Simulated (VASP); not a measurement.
CdSe, 2 atoms in the cell. Symmetry: F-43m, No. 216, cubic system. The conventional cell has a = 6.141 Å, b = 6.141 Å, c = 6.141 Å, α = 90.00°, β = 90.00°, γ = 90.00°. Within 3.5 Å of Cd (site symmetry -43m) lie 4 Se at 2.66 Å. Se (site symmetry -43m) has 4 Cd at 2.66 Å within 3.5 Å. 

| Item | Value |
| --- | --- |
| Program | VASP 6.6.1 |
| Task | single point |
| Functional | LDA |
| Potentials or basis | VASP PAW LDA potentials, release 64 (Cd, Se) |
| Cutoff | 500 eV |
| k mesh | 6 × 6 × 6 |
| Occupations | methfessel-paxton, width 0.0396 eV |
| Spin | no spin polarisation |
| Dipole correction | no |
| Further INCAR settings | ALGO = Normal; EDIFF = 1e-06; NBANDS = 16 |

Potentials or basis: VASP PAW LDA potentials, release 64 (Cd, Se).

Launch:

```console
$ cat potpaw_LDA.64/Cd/POTCAR potpaw_LDA.64/Se/POTCAR > POTCAR
$ mpirun -np 1 vasp_std > vasp.out
```

Hardware: 1 thread of AMD EPYC 9R45 96-Core Processor (Zen 5), on a shared host.

**Question.** How long does it take, and how much memory?

**Answer.** Wall time 6.7 s on 1 thread of AMD EPYC 9R45 96-Core Processor (Zen 5) (shared host), peak memory 0.13 GiB. Counts: scf iterations 12, k points 16.
